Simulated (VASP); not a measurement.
# Al (Fd-3m) in VASP: further runs, part 2 of 3

VASP 6.6.1. Earlier steps stand in the parts before.

### Step 3. Single point, r2SCAN (volume scaled by 1.08)

POSCAR

```
Al
1.0
    0.0000000000      3.0920491545      3.0920491545
    3.0920491545      0.0000000000      3.0920491545
    3.0920491545      3.0920491545      0.0000000000
Al
2
Direct
    0.1250000000      0.1250000000      0.1250000000
    0.8750000000      0.8750000000      0.8750000000
```

INCAR.step1

```
PREC = Accurate
ENCUT = 520
ISMEAR = -1
SIGMA = 0.1
LREAL = False
LASPH = True
NELM = 80
NBANDS = 10
GGA = PE
ALGO = Normal
EDIFF = 1E-4
LWAVE = True
LCHARG = False
```

INCAR.step2

```
PREC = Accurate
ENCUT = 520
EDIFF = 1E-6
ISMEAR = -1
SIGMA = 0.1
LREAL = False
LASPH = True
NELM = 80
ALGO = Normal
ISIF = 2
LWAVE = False
LCHARG = False
METAGGA = R2SCAN
LMIXTAU = True
NBANDS = 10
ISTART = 1
```

KPOINTS

```
Automatic mesh
0
Gamma
  10 10 10
```

Potentials or basis: VASP PAW PBE potentials, release 64 (Al).

Run with:

```
> cat potpaw_PBE.64/Al/POTCAR > POTCAR
> cp INCAR.step1 INCAR
> mpirun -np 1 vasp_std > vasp.out
> cp INCAR.step2 INCAR
> mpirun -np 1 vasp_std > vasp.out
```

Run time: 70 s. Hardware: 1 thread of AMD EPYC 9R45 (Zen 5), shared host; peak memory 0.18 GiB.

Results (log left out):

| Quantity | Value |
| --- | --- |
| Free energy | -11.8277 eV |
| Pressure | -2.8 GPa |
| Band gap on the k mesh | zero (band 3 reaches 4.41 eV, above the bottom of band 4 at 1.05 eV) |

Levels at points of the mesh, in eV from the Fermi level:
```csv
k point,band 1,band 2,band 3,band 4,band 5,band 6
"(0.00, 0.00, 0.00)",-7.98,2.11,2.11,2.11,4.03,4.03
"(0.50, 0.00, 0.00)",-5.99,-3.86,1.06,1.06,3.33,4.57
"(0.50, 0.50, 0.00)",-4.47,-4.47,-0.41,-0.41,2.36,2.36
```

Caveat: the PAW data sets were made with another functional, which shifts forces and pressure a little.

### Step 4. Single point, r2SCAN (volume scaled by 1.12)

POSCAR

```
Al
1.0
    0.0000000000      3.1297607877      3.1297607877
    3.1297607877      0.0000000000      3.1297607877
    3.1297607877      3.1297607877      0.0000000000
Al
2
Direct
    0.1250000000      0.1250000000      0.1250000000
    0.8750000000      0.8750000000      0.8750000000
```

INCAR.step1 is that of step 3.

INCAR.step2 is that of step 3.

KPOINTS is that of step 3.

Potentials or basis: VASP PAW PBE potentials, release 64 (Al).

Run with:

```
> cat potpaw_PBE.64/Al/POTCAR > POTCAR
> cp INCAR.step1 INCAR
> mpirun -np 1 vasp_std > vasp.out
> cp INCAR.step2 INCAR
> mpirun -np 1 vasp_std > vasp.out
```

OUTCAR:

```text
PREC = Accurate
   ENCUT = 520
   EDIFF = 1E-6
   ISMEAR = -1
   LREAL = False
   LASPH = True
   NELM = 80
   ISIF = 2
   METAGGA = R2SCAN
   ISTART = 1

 ion  position               nearest neighbor table
   1  0.125  0.125  0.125-   2 2.71   2 2.71   2 2.71   2 2.71
   2  0.875  0.875  0.875-   1 2.71   1 2.71   1 2.71   1 2.71

  LATTYP: Found a face centered cubic cell.
 ALAT       =     6.2595215754

  Lattice vectors:

 A1 = (   0.0000000000,   3.1297607877,   3.1297607877)
 A2 = (   3.1297607877,   0.0000000000,   3.1297607877)
 A3 = (   3.1297607877,   3.1297607877,   0.0000000000)

Analysis of symmetry for initial positions (statically):
=====================================================================
 Subroutine PRICEL returns:
 Original cell was already a primitive cell.

 Routine SETGRP: Setting up the symmetry group for a
 face centered cubic supercell.

 Subroutine GETGRP returns: Found 48 space group operations
 (whereof 12 operations were pure point group operations)
 out of a pool of 48 trial point group operations.

The static configuration has the point symmetry D_3d.
 The point group associated with its full space group is O_h .

Analysis of symmetry for dynamics (positions and initial velocities):
=====================================================================
 Subroutine PRICEL returns:
 Original cell was already a primitive cell.

 Routine SETGRP: Setting up the symmetry group for a
 face centered cubic supercell.

 Subroutine GETGRP returns: Found 48 space group operations
 (whereof 12 operations were pure point group operations)
 out of a pool of 48 trial point group operations.

The dynamic configuration has the point symmetry D_3d.
 The point group associated with its full space group is O_h .

 Subroutine INISYM returns: Found 48 space group operations
 (whereof 12 operations are pure point group operations),
 and found     1 'primitive' translations
[... 112 lines left out ...]
   IALGO  =     38    algorithm
   IMIX   =      4    mixing-type and parameters
     AMIX     =   0.40;   BMIX     =  1.00
     AMIX_MAG =   1.60;   BMIX_MAG =  1.00
  volume/ion in A,a.u.               =      30.66       206.89
  Fermi-wavevector in a.u.,A,eV,Ry     =   0.754404  1.425617  7.743425  0.569126
  Thomas-Fermi vector in A             =   1.852064
   LORBIT       =      0    0 simple, 1 ext, 2 COOP (PROOUT), +10 PAW based schemes
   METAGGA = R2SCAN    functional components
   LHFCALC =     F    Hartree Fock is set to
   AEXX    =    0.0000 exact exchange contribution
   IVDW    =     0    specifies the selected vdW correction
   LEPSILON=     F    determine dielectric tensor
   LRPA    =     F    only Hartree local field effects (RPA)
 non-spin polarized calculation
  energy-cutoff  :      520.00
  volume of cell :       61.31
 maximum number of plane-waves:      1676
 NGX is ok and might be reduce to    36
   NGX = 17   NGY = 17   NGZ = 17

 number of electron       6.0000000 magnetization

 Free energy of the ion-electron system (eV)
  ---------------------------------------------------
  ext. energy  EPLUGINS =         0.00000000
  ---------------------------------------------------
  free energy    TOTEN  =       -11.78318873 eV

  energy without entropy =      -11.73103215  energy(sigma->0) =      -11.75711044

 E-fermi :   2.0883     XC(G=0):  -8.1753

 val. band max:        2.0693824665   @ k =   0.2000   0.1000   0.0000
 cond. band min:       2.2045189774   @ k =  -0.3000   0.3000   0.1000
 fundamental gap:      0.1351365108
 Fermi energy:         2.0883451849

 k-point     1 :       0.0000    0.0000    0.0000
  band No.  band energies     occupation
      1      -5.7459      2.00000
      2       4.1295      0.00000
      3       4.1296      0.00000
      4       4.1296      0.00000
      5       6.0509      0.00000
      6       6.0509      0.00000
      7       6.0509      0.00000
      8       6.8698      0.00000
      9      10.1297      0.00000
     10      10.1981      0.00000
[... 287 lines left out ...]
 k-point    24 :       0.4000    0.3000    0.0000
  band No.  band energies     occupation
      1      -3.9726      2.00000
      2      -0.3587      2.00000
      3       1.6748      1.96851
      4       2.0409      1.23286
      5       4.7530      0.00000
      6       5.6916      0.00000
      7       9.7609      0.00000
      8       9.8152      0.00000
      9      12.4339      0.00000
     10      12.9396      0.00000

 [... further k-points ...]
[... 5 lines left out ...]
  --------------------------------------------------------------------------------------
  -------------------------------------------------------------------------------------
  Total       -1.4178761     -1.4178761     -1.4178761      0.0000000      0.0000000      0.0000000
  in kB      -37.0497625    -37.0497625    -37.0497625      0.0000000      0.0000000      0.0000000
  external PRESSURE =     -37.0497625 kB  Pullay stress =       0.0000000 kB

 VOLUME and BASIS-vectors are now :
 -----------------------------------------------------------------------------
  energy-cutoff  :      520.00
  volume of cell :       61.31
      direct lattice vectors                 reciprocal lattice vectors
     0.000000000  3.129760788  3.129760788    -0.159756618  0.159756618  0.159756618
     3.129760788  0.000000000  3.129760788     0.159756618 -0.159756618  0.159756618
     3.129760788  3.129760788  0.000000000     0.159756618  0.159756618 -0.159756618

 POSITION                                       TOTAL-FORCE (eV/Angst)
 -----------------------------------------------------------------------------------
      0.78244      0.78244      0.78244        -0.000000     -0.000000      0.000000
      5.47708      5.47708      5.47708         0.000000      0.000000     -0.000000
 -----------------------------------------------------------------------------------
    total drift:                               -0.000000      0.000000      0.000000

  FREE ENERGIE OF THE ION-ELECTRON SYSTEM (eV)
  ---------------------------------------------------
  free  energy   TOTEN  =       -11.7831887343 eV

  energy  without entropy=      -11.7310321520  energy(sigma->0) =      -11.75711044
```

OUTCAR.step1:

```text
PREC = Accurate
   ENCUT = 520
   ISMEAR = -1
   LREAL = False
   LASPH = True
[... 535 lines left out ...]
      0.78244      0.78244      0.78244         0.000000      0.000000      0.000000
      5.47708      5.47708      5.47708        -0.000000     -0.000000     -0.000000
 -----------------------------------------------------------------------------------
    total drift:                               -0.000000      0.000000      0.000000

  FREE ENERGIE OF THE ION-ELECTRON SYSTEM (eV)
  ---------------------------------------------------
  free  energy   TOTEN  =        -5.9646280077 eV

  energy  without entropy=       -5.9097464446  energy(sigma->0) =       -5.93718723
```

Wall time 71 s (1 thread of AMD EPYC 9R45 (Zen 5), shared host); peak memory 0.18 GiB.

What came out:

```yaml
Free_energy: -11.7832 eV
Pressure: -3.7 GPa
Band_gap_on_the_k_mesh: zero (band 3 reaches 4.13 eV, above the bottom of band 4 at 0.89 eV)
```

Caveat: the PAW data sets were made with another functional, which shifts forces and pressure a little.

(Part 2 of 3 ends here.)
